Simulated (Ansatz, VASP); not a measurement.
## MgO in VASP and in Ansatz

INCAR

```
SYSTEM = MgO
PREC = Accurate ; ENCUT = 520
EDIFF = 1E-7 ; ISMEAR = -1
SIGMA = 0.08 ; LREAL = .False.
LASPH = .True. ; NELM = 80
ALGO = Normal ; ISIF = 2
LWAVE = .False. ; LCHARG = .True.
GGA = PE ; LELF = .True.
LVHAR = .True. ; NBANDS = 11
```

File KPOINTS:

```
regular mesh
0
Gamma
  15 15 15
  0 0 0
```

File POSCAR:

```
MgO
1.0
    2.1792908073      0.0000000000      0.0000000000
    0.0000000000      2.1792908073      0.0000000000
    0.0000000000      0.0000000000      2.1792908073
Mg O
1 1
Direct
    0.0000000000      0.0000000000      0.0000000000
    0.5000000000      0.5000000000      0.5000000000
```

Input for Ansatz:

```yaml
crystal:
  lattice:
    - [2.1792908073, 0.0, 0.0]
    - [0.0, 2.1792908073, 0.0]
    - [0.0, 0.0, 2.1792908073]
  atoms:
    - { symbol: Mg, position: [0.0, 0.0, 0.0] }
    - { symbol: O, position: [0.5, 0.5, 0.5] }
kpoints:
  mp_grid: { grid: [15, 15, 15] }
scf:
  occupations: { method: fermi_dirac, width: 0.08 }
hamiltonian:
  xc: pbe
  pseudopotentials: { kind: paw, core: large }
output:
  forces: true
  stress: true
  eigenvalues: true
```

Change from the starting cell: volume scaled by 0.55, PAW files, core large.

Alike in both runs: task single point; functional PBE; k mesh 15 × 15 × 15; occupations fermi-dirac, width 0.08 eV; no spin polarisation.

|  | VASP | Ansatz |
| --- | --- | --- |
| version | VASP 6.6.1 | Ansatz 0.2.0 |
| potentials or method | VASP PAW PBE potentials, release 64 (Mg, O) | PAW with other files of Ansatz's library (core large), scalar-relativistic |
| plane-wave cutoff (eV) | 520 | 420 |
| valence electrons in the cell | 8 | 16 |

```csv
,VASP,Ansatz,Ansatz less VASP
gap on the k mesh at the Fermi level (eV),7.28,7.27,-0.009
pressure (GPa),284.0,281.2,-2.76
```

Both programs put the cell under a high pressure, so it lies far from rest at this level. VASP's potentials hold 8 valence electrons a cell and Ansatz's 16, so a difference there can come from the potentials and not from the codes. Ansatz's warnings: datasets by core.

Noted on VASP's run: the cell as given lies far from equilibrium.
